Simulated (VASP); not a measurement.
Input of a VASP 6.6.1 run:

Contents of INCAR:

```
SYSTEM = TiC
PREC = Accurate ; ENCUT = 520
EDIFF = 1E-6 ; ISMEAR = 0
SIGMA = 0.15 ; LREAL = .False.
LASPH = .True. ; NELM = 60
ALGO = Normal ; ISIF = 2
LWAVE = .False. ; LCHARG = .False.
GGA = PE ; NBANDS = 15
```

File KPOINTS:

```
Automatic mesh
0
Gamma
  18 18 18
  0 0 0
```

POSCAR

```
TiC
1.0
    0.0000000000      2.1315400000      2.1640000000
    2.1964600000      0.0000000000      2.1640000000
    2.1964600000      2.1315400000      0.0000000000
Ti C
1 1
Direct
    0.0000000000      0.0000000000      0.0000000000
    0.5000000000      0.5000000000      0.5000000000
```

Potentials or basis: VASP PAW PBE potentials, release 64 (Ti_sv, C).

Command:

```bash
$ cat potpaw_PBE.64/Ti_sv/POTCAR potpaw_PBE.64/C/POTCAR > POTCAR
$ mpirun -np 1 vasp_std > vasp.out
```

(1) Predict the band gap on the k mesh.

(2) Predict the pressure.

## Answers

(1) zero (bands 8 and 9 overlap by 1.36 eV).

(2) 1.5 GPa.

Caveat: the cell differs from its parent crystal (strain +0.0150 x Voigt [1, -1, 0, 0, 0, 0]).
